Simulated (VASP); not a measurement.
# Ca (I4/mmm) in VASP: notebook

Ca is run at these levels: PBE; tasks: single point.

Everything below comes from runs of VASP 6.6.1. Logs are shortened: lines on timing, memory, paths and dates and some standing lists are left out, and cuts for length are marked.

## 1. The cell of the first run

Symmetry: I4/mmm, No. 139, tetragonal system. The conventional cell has a = 3.794 Å, b = 3.794 Å, c = 5.141 Å, α = 90.00°, β = 90.00°, γ = 90.00°. Ca (site symmetry 4/mmm) has 12 Ca at 3.72 to 3.79 Å within 4.9 Å.

## 2. Single point, PBE (strain -0.040 along x and y, -0.080 along z)

Contents of INCAR:

```
SYSTEM = Ca
PREC = Accurate ; ENCUT = 520
EDIFF = 1E-6 ; ISMEAR = 0
SIGMA = 0.15 ; LREAL = .False.
LASPH = .True. ; NELM = 80
ALGO = Normal ; ISIF = 2
LWAVE = .False. ; LCHARG = .False.
GGA = PE ; NBANDS = 11
```

Contents of KPOINTS:

```
Automatic mesh
0
Gamma
  14 14 14
  0 0 0
```

Contents of POSCAR:

```
Ca
1.0
    0.0000000000      2.6824320000      2.5706640000
    2.6824320000      0.0000000000      2.5706640000
    2.6824320000      2.6824320000      0.0000000000
Ca
1
Direct
    0.0000000000      0.0000000000      0.0000000000
```

Potentials or basis: VASP PAW PBE potentials, release 64 (Ca_sv).

Launch:

```console
$ cat potpaw_PBE.64/Ca_sv/POTCAR > POTCAR
$ mpirun -np 1 vasp_std > vasp.out
```

OUTCAR:

```text
SYSTEM = Ca
   PREC = Accurate
   ENCUT = 520
   EDIFF = 1E-6
   ISMEAR = 0
   LREAL = .False.
   LASPH = .True.
   NELM = 80
   ISIF = 2
   GGA = PE

 ion  position               nearest neighbor table
   1  0.000  0.000  0.000-

  LATTYP: Found a body centered tetragonal cell.
 ALAT       =     3.7935317145
 C/A-ratio  =     1.3552879973

  Lattice vectors:

 A1 = (   0.0000000000,  -2.6824320000,  -2.5706640000)
 A2 = (   0.0000000000,   2.6824320000,  -2.5706640000)
 A3 = (   2.6824320000,   0.0000000000,   2.5706640000)

Analysis of symmetry for initial positions (statically):
=====================================================================
 Subroutine PRICEL returns:
 Original cell was already a primitive cell.

 Routine SETGRP: Setting up the symmetry group for a
 body centered tetragonal supercell.

 Subroutine GETGRP returns: Found 16 space group operations
 (whereof 16 operations were pure point group operations)
 out of a pool of 16 trial point group operations.

The static configuration has the point symmetry D_4h.

Analysis of symmetry for dynamics (positions and initial velocities):
=====================================================================
 Subroutine PRICEL returns:
 Original cell was already a primitive cell.

 Routine SETGRP: Setting up the symmetry group for a
 body centered tetragonal supercell.

 Subroutine GETGRP returns: Found 16 space group operations
 (whereof 16 operations were pure point group operations)
 out of a pool of 16 trial point group operations.

The dynamic configuration has the point symmetry D_4h.

 Subroutine INISYM returns: Found 16 space group operations
 (whereof 16 operations are pure point group operations),
 and found     1 'primitive' translations

----------------------------------------------------------------------------------------

                                     Primitive cell

  volume of cell :      36.9941

  direct lattice vectors                    reciprocal lattice vectors
     0.000000000  2.682432000  2.570664000    -0.186398015  0.186398015  0.194502276
     2.682432000  0.000000000  2.570664000     0.186398015 -0.186398015  0.194502276
     2.682432000  2.682432000  0.000000000     0.186398015  0.186398015 -0.194502276

  length of vectors
     3.715340474  3.715340474  3.793531715     0.327596666  0.327596666  0.327596666

  position of ions in fractional coordinates (direct lattice)
     0.000000000  0.000000000  0.000000000

  ion indices of the primitive-cell ions
   primitive index   ion index
                 1           1

----------------------------------------------------------------------------------------

 KPOINTS: Automatic mesh

Automatic generation of k-mesh.
 Grid dimensions read from file:
 generate k-points for:   14   14   14

 Generating k-lattice:

  Cartesian coordinates                     Fractional coordinates (reciprocal lattice)
    -0.013314144  0.013314144  0.013893020     0.071428571  0.000000000  0.000000000
     0.013314144 -0.013314144  0.013893020     0.000000000  0.071428571  0.000000000
     0.013314144  0.013314144 -0.013893020     0.000000000  0.000000000  0.071428571

  Length of vectors
     0.023399762  0.023399762  0.023399762

  Shift w.r.t. Gamma in fractional coordinates (k-lattice)
     0.000000000  0.000000000  0.000000000

 Subroutine IBZKPT returns following result:
 ===========================================

 Found    244 irreducible k-points:

 Following reciprocal coordinates:
            Coordinates               Weight
  0.000000  0.000000  0.000000      1.000000
  0.071429  0.000000  0.000000      8.000000
  0.142857  0.000000  0.000000      8.000000
  0.214286 -0.000000  0.000000      8.000000
  0.285714  0.000000  0.000000      8.000000
  0.357143 -0.000000  0.000000      8.000000
[... 16 lines left out ...]
  0.214286  0.142857  0.000000      8.000000
  0.285714  0.142857  0.000000      8.000000
 [... further k-points ...]
   k-points           NKPTS =    244   k-points in BZ     NKDIM =    244   number of bands    NBANDS=     11
   number of dos      NEDOS =    301   number of ions     NIONS =      1
   total plane-waves  NPLWV =  21952
   dimension x,y,z NGX =    28 NGY =   28 NGZ =   28
   dimension x,y,z NGXF=    56 NGYF=   56 NGZF=   56
   ions per type =               1
   NGX,Y,Z   is equivalent  to a cutoff of  12.53, 12.53, 12.27 a.u.
   NGXF,Y,Z  is equivalent  to a cutoff of  25.06, 25.06, 24.54 a.u.
 SYSTEM =  Ca
   PREC   = accura    normal or accurate (medium, high low for compatibility)
   ISTART =      0    job   : 0-new  1-cont  2-samecut
   ICHARG =      2    charge: 1-file 2-atom 10-const
   ISPIN  =      1    spin polarized calculation?
   LNONCOLLINEAR =      F non collinear calculations
   LSORBIT =      F    spin-orbit coupling
   LASPH  =      T    aspherical Exc in radial PAW
   ENCUT  =  520.0 eV  38.22 Ry    6.18 a.u.   6.91  6.91  7.05*2*pi/ulx,y,z
   NELM   =     80;   NELMIN=  2; NELMDL= -5     # of ELM steps
   EDIFF  = 0.1E-05   stopping-criterion for ELM
   LREAL  =      F    real-space projection
   EDIFFG = 0.1E-04   stopping-criterion for IOM
   NSW    =      0    number of steps for IOM
   IBRION =     -1    ionic relax: 0-MD 1-quasi-New 2-CG
   NFREE  =      0    steps in history (QN), initial steepest desc. (CG)
   ISIF   =      2    stress and relaxation
   ISYM   =      2    0-nonsym 1-usesym 2-fastsym
   POTIM  = 0.5000    time-step for ionic-motion
   TEBEG  =    0.0;   TEEND  =   0.0 temperature during run
   PSTRESS=    0.0 pullay stress
   NELECT =      10.0000    total number of electrons
   NUPDOWN=      -1.0000    fix difference up-down
   EMIN   =  10.00;   EMAX   =-10.00  energy-range for DOS
   EFERMI =   0.00;   METHOD = LEGACY
   ISMEAR =     0;   SIGMA  =   0.15  broadening in eV -4-tet -1-fermi 0-gaus
   EFERMI_NEDOS =   21; number of points for ismear=-14 and -15
   IALGO  =     38    algorithm
   IMIX   =      4    mixing-type and parameters
     AMIX     =   0.40;   BMIX     =  1.00
     AMIX_MAG =   1.60;   BMIX_MAG =  1.00
  volume/ion in A,a.u.               =      36.99       249.65
  Fermi-wavevector in a.u.,A,eV,Ry     =   1.058516  2.000304 15.244718  1.120455
  Thomas-Fermi vector in A             =   2.193828
   LORBIT       =      0    0 simple, 1 ext, 2 COOP (PROOUT), +10 PAW based schemes
   GGA     = PE    functional components
   LHFCALC =     F    Hartree Fock is set to
   AEXX    =    0.0000 exact exchange contribution
   IVDW    =     0    specifies the selected vdW correction
   LEPSILON=     F    determine dielectric tensor
   LRPA    =     F    only Hartree local field effects (RPA)
 non-spin polarized calculation
 Gauss-broadening in eV      SIGMA  =   0.15
  energy-cutoff  :      520.00
  volume of cell :       36.99
 maximum number of plane-waves:      1010
   NGX = 13   NGY = 13   NGZ = 15

 number of electron      10.0000001 magnetization

 Free energy of the ion-electron system (eV)
  ---------------------------------------------------
  ext. energy  EPLUGINS =         0.00000000
  ---------------------------------------------------
  free energy    TOTEN  =        -1.89355372 eV

  energy without entropy =       -1.87948123  energy(sigma->0) =       -1.88651747

 E-fermi :   2.5175     XC(G=0):  -8.1535

 val. band max:        2.5116631945   @ k =   0.5000   0.0714   0.0000
 cond. band min:       2.5225761128   @ k =  -0.3571   0.0000   0.3571
 fundamental gap:      0.0109129183
 Fermi energy:         2.5174979281

 k-point     1 :       0.0000    0.0000    0.0000
  band No.  band energies     occupation
      1     -39.2048      2.00000
      2     -20.1002      2.00000
      3     -20.1002      2.00000
      4     -20.0938      2.00000
      5      -1.7438      2.00000
      6       4.9605      0.00000
      7       4.9605      0.00000
      8       5.1657      0.00000
      9       6.1231      0.00000
     10       6.3991      0.00000
     11      12.2370      0.00000

 k-point     2 :       0.0714    0.0000    0.0000
  band No.  band energies     occupation
      1     -39.2036      2.00000
      2     -20.1099      2.00000
      3     -20.1020      2.00000
      4     -20.0966      2.00000
      5      -1.6457      2.00000
      6       4.8880      0.00000
      7       4.9979      0.00000
      8       5.1685      0.00000
      9       6.0932      0.00000
     10       6.3581      0.00000
     11      12.3798      0.00000

 k-point     3 :       0.1429    0.0000    0.0000
  band No.  band energies     occupation
      1     -39.2001      2.00000
      2     -20.1410      2.00000
      3     -20.1071      2.00000
      4     -20.1003      2.00000
      5      -1.3576      2.00000
      6       4.6201      0.00000
      7       5.0761      0.00000
      8       5.2397      0.00000
      9       6.0512      0.00000
     10       6.2741      0.00000
     11      12.4775      0.00000

 k-point     4 :       0.2143   -0.0000    0.0000
  band No.  band energies     occupation
      1     -39.1950      2.00000
      2     -20.1862      2.00000
      3     -20.1144      2.00000
      4     -20.1051      2.00000
      5      -0.8977      2.00000
      6       4.2252      0.00000
      7       5.0954      0.00000
      8       5.3020      0.00000
      9       6.1244      0.00000
     10       6.2605      0.00000
     11      11.3790      0.00000

 k-point     5 :       0.2857    0.0000    0.0000
  band No.  band energies     occupation
      1     -39.1894      2.00000
      2     -20.2358      2.00000
      3     -20.1225      2.00000
      4     -20.1103      2.00000
      5      -0.2983      2.00000
      6       3.7747      0.00000
      7       5.0059      0.00000
      8       5.2578      0.00000
      9       6.3780      0.00000
     10       6.4176      0.00000
     11      10.2894      0.00000
[... 211 lines left out ...]
 k-point    21 :      -0.0714    0.0714    0.0000
  band No.  band energies     occupation
      1     -39.2017      2.00000
      2     -20.1247      2.00000
      3     -20.1030      2.00000
      4     -20.1023      2.00000
      5      -1.4917      2.00000
      6       4.7228      0.00000
      7       5.0693      0.00000
      8       5.2342      0.00000
      9       5.9639      0.00000
     10       6.3700      0.00000
     11      12.5806      0.00000

 k-point    22 :       0.1429    0.1429    0.0000
  band No.  band energies     occupation
      1     -39.1980      2.00000
      2     -20.1365      2.00000
      3     -20.1173      2.00000
      4     -20.1173      2.00000
      5      -1.2024      2.00000
      6       4.5959      0.00000
      7       5.1657      0.00000
      8       5.1657      0.00000
      9       5.9062      0.00000
     10       6.2829      0.00000
     11      12.9151      0.00000

 k-point    23 :       0.2143    0.1429    0.0000
  band No.  band energies     occupation
      1     -39.1940      2.00000
      2     -20.1686      2.00000
      3     -20.1260      2.00000
      4     -20.1211      2.00000
      5      -0.8528      2.00000
      6       4.2934      0.00000
      7       5.2594      0.00000
      8       5.2603      0.00000
      9       5.7276      0.00000
     10       6.3776      0.00000
     11      12.3160      0.00000

 k-point    24 :       0.2857    0.1429    0.0000
  band No.  band energies     occupation
      1     -39.1890      2.00000
      2     -20.2115      2.00000
      3     -20.1348      2.00000
      4     -20.1251      2.00000
      5      -0.3475      2.00000
      6       3.9284      0.00000
      7       5.1064      0.00000
      8       5.2758      0.00000
      9       5.8872      0.00000
     10       6.5676      0.00000
     11      11.1111      0.00000

 [... further k-points ...]

------------------------ aborting loop because EDIFF is reached ----------------------------------------

  FORCE on cell =-STRESS in cart. coord.  units (eV):
  Direction    XX          YY          ZZ          XY          YZ          ZX
  --------------------------------------------------------------------------------------
  -------------------------------------------------------------------------------------
  Total        0.6285729      0.6285729      0.6900310      0.0000000      0.0000000      0.0000000
  in kB       27.2228443     27.2228443     29.8845304      0.0000000      0.0000000      0.0000000
  external PRESSURE =      28.1100730 kB  Pullay stress =       0.0000000 kB

 VOLUME and BASIS-vectors are now :
 -----------------------------------------------------------------------------
  energy-cutoff  :      520.00
  volume of cell :       36.99
      direct lattice vectors                 reciprocal lattice vectors
     0.000000000  2.682432000  2.570664000    -0.186398015  0.186398015  0.194502276
     2.682432000  0.000000000  2.570664000     0.186398015 -0.186398015  0.194502276
     2.682432000  2.682432000  0.000000000     0.186398015  0.186398015 -0.194502276

 POSITION                                       TOTAL-FORCE (eV/Angst)
 -----------------------------------------------------------------------------------
      0.00000      0.00000      0.00000         0.000000      0.000000      0.000000
 -----------------------------------------------------------------------------------
    total drift:                               -0.000000     -0.000000     -0.000000

  FREE ENERGIE OF THE ION-ELECTRON SYSTEM (eV)
  ---------------------------------------------------
  free  energy   TOTEN  =        -1.8935537151 eV

  energy  without entropy=       -1.8794812271  energy(sigma->0) =       -1.88651747
```

It took 52 s on 1 thread of Intel Xeon Platinum 8559C (Emerald Rapids), shared host; peak memory 0.22 GiB.

What came out:

```
Free energy            : -1.8936 eV
Pressure               : 2.8 GPa
Band gap on the k mesh : zero (bands 5 and 6 overlap by 0.14 eV)
```

Caveat: the cell differs from its parent crystal (strain -0.040 along x and y, -0.080 along z).

## 3. Single point, PBE (strain -0.080 along x and y, +0.040 along z)

Contents of INCAR:

```
PREC     = Accurate       # precision mode
ENCUT    = 520            # plane-wave cutoff, eV
EDIFF    = 1E-6           # SCF threshold, eV
ISMEAR   = 0              # smearing method
SIGMA    = 0.15           # smearing width, eV
LREAL    = F              # projectors in reciprocal space
LASPH    = T              # aspherical terms in the spheres
NELM     = 100            # most SCF steps
ALGO     = Normal         # electronic algorithm
ISIF     = 2              # what is computed and relaxed
LWAVE    = F              # write WAVECAR
LCHARG   = T              # write CHGCAR
GGA      = PE             # functional
LELF     = T              # ELF
LVHAR    = T            
NBANDS   = 11             # bands
```

Contents of KPOINTS:

```
Automatic mesh
0
Gamma
  14 14 14
```

Contents of POSCAR:

```
Ca
1.0
    0.0000000000      2.5706640000      2.9059680000
    2.5706640000      0.0000000000      2.9059680000
    2.5706640000      2.5706640000      0.0000000000
Ca
1
Direct
    0.0000000000      0.0000000000      0.0000000000
```

Potentials or basis: VASP PAW PBE potentials, release 64 (Ca_sv).

Launch:

```console
$ cat potpaw_PBE.64/Ca_sv/POTCAR > POTCAR
$ mpirun -np 1 vasp_std > vasp.out
```

OUTCAR:

```text
PREC = Accurate
   ENCUT = 520
   EDIFF = 1E-6
   ISMEAR = 0
   LREAL = F
   LASPH = T
   NELM = 100
   ISIF = 2
   GGA = PE

 ion  position               nearest neighbor table
   1  0.000  0.000  0.000-

  LATTYP: Found a body centered tetragonal cell.
 ALAT       =     3.6354678931
 C/A-ratio  =     1.5986762009

  Lattice vectors:

 A1 = (  -2.5706640000,   0.0000000000,   2.9059680000)
 A2 = (   2.5706640000,   0.0000000000,   2.9059680000)
 A3 = (   0.0000000000,   2.5706640000,  -2.9059680000)
[... 515 lines left out ...]
     11      10.9667      0.00000

 [... further k-points ...]

------------------------ aborting loop because EDIFF is reached ----------------------------------------

  FORCE on cell =-STRESS in cart. coord.  units (eV):
  Direction    XX          YY          ZZ          XY          YZ          ZX
  --------------------------------------------------------------------------------------
  -------------------------------------------------------------------------------------
  Total        0.5745301      0.5745301      0.1782443      0.0000000      0.0000000      0.0000000
  in kB       23.9669018     23.9669018      7.4355776      0.0000000      0.0000000      0.0000000
  external PRESSURE =      18.4564604 kB  Pullay stress =       0.0000000 kB

 VOLUME and BASIS-vectors are now :
 -----------------------------------------------------------------------------
  energy-cutoff  :      520.00
  volume of cell :       38.41
      direct lattice vectors                 reciprocal lattice vectors
     0.000000000  2.570664000  2.905968000    -0.194502276  0.194502276  0.172059706
     2.570664000  0.000000000  2.905968000     0.194502276 -0.194502276  0.172059706
     2.570664000  2.570664000  0.000000000     0.194502276  0.194502276 -0.172059706

 POSITION                                       TOTAL-FORCE (eV/Angst)
 -----------------------------------------------------------------------------------
      0.00000      0.00000      0.00000         0.000000      0.000000     -0.000000
 -----------------------------------------------------------------------------------
    total drift:                               -0.000000     -0.000000      0.000000

  FREE ENERGIE OF THE ION-ELECTRON SYSTEM (eV)
  ---------------------------------------------------
  free  energy   TOTEN  =        -1.9015433343 eV

  energy  without entropy=       -1.8864736170  energy(sigma->0) =       -1.89400848
```

OSZICAR:

```text
N       E                     dE             d eps       ncg     rms          rms(c)
DAV:   1     0.671106448845E+02    0.67111E+02   -0.51137E+03  5368   0.835E+02
DAV:   2    -0.412798955607E+00   -0.67523E+02   -0.66872E+02  5902   0.211E+02
DAV:   3    -0.184333195200E+01   -0.14305E+01   -0.14141E+01  7691   0.308E+01
DAV:   4    -0.191669779665E+01   -0.73366E-01   -0.73102E-01  7152   0.528E+00
DAV:   5    -0.191792409700E+01   -0.12263E-02   -0.12262E-02  7367   0.602E-01    0.214E+00
DAV:   6    -0.190581451287E+01    0.12110E-01   -0.12262E-02  6745   0.120E+00    0.130E+00
DAV:   7    -0.190197527143E+01    0.38392E-02   -0.17480E-02  6441   0.152E+00    0.104E-01
DAV:   8    -0.190152828355E+01    0.44699E-03   -0.20460E-03  6336   0.433E-01    0.233E-02
DAV:   9    -0.190154249545E+01   -0.14212E-04   -0.83075E-05  6862   0.810E-02    0.633E-03
DAV:  10    -0.190154333428E+01   -0.83883E-06   -0.62102E-06  8062   0.181E-02
   1 F= -.19015433E+01 E0= -.18940085E+01  d E =-.150697E-01
```

stdout:

```text
POSCAR found type information on POSCAR Ca
 POSCAR found :  1 types and       1 ions
 scaLAPACK will be used
 LDA part: xc-table for (Slater+PW92), standard interpolation
 POSCAR, INCAR and KPOINTS ok, starting setup
 FFT: planning ... GRIDC
 FFT: planning ... GRID_SOFT
 FFT: planning ... GRID
 WAVECAR not read
 entering main loop
```

Wall time 47 s (1 thread of Intel Xeon Platinum 8559C (Emerald Rapids), shared host); peak memory 0.24 GiB.

What came out:

```
Free energy            : -1.9015 eV
Pressure               : 1.8 GPa
Band gap on the k mesh : zero (bands 5 and 6 overlap by 0.23 eV)
```

Stress tensor (GPa, compression positive):
```
2.40 0.00 0.00
0.00 2.40 0.00
0.00 0.00 0.74
```

Levels at points of the mesh, in eV from the Fermi level:
| k point | band 3 | band 4 | band 5 | band 6 | band 7 | band 8 |
| --- | --- | --- | --- | --- | --- | --- |
| (0.00, 0.00, 0.00) | -22.71 | -22.71 | -4.20 | 2.07 | 2.71 | 2.71 |
| (0.50, 0.00, 0.00) | -22.76 | -22.72 | -1.02 | -0.06 | 1.97 | 2.69 |
| (0.50, 0.50, 0.00) | -22.76 | -22.76 | -0.81 | 0.36 | 0.69 | 4.47 |
| (0.50, 0.00, 0.50) | -22.83 | -22.78 | -0.47 | 0.48 | 1.61 | 4.26 |

Caveat: the cell differs from its parent crystal (strain -0.080 along x and y, +0.040 along z).

(Continued in part 2 of 2.)
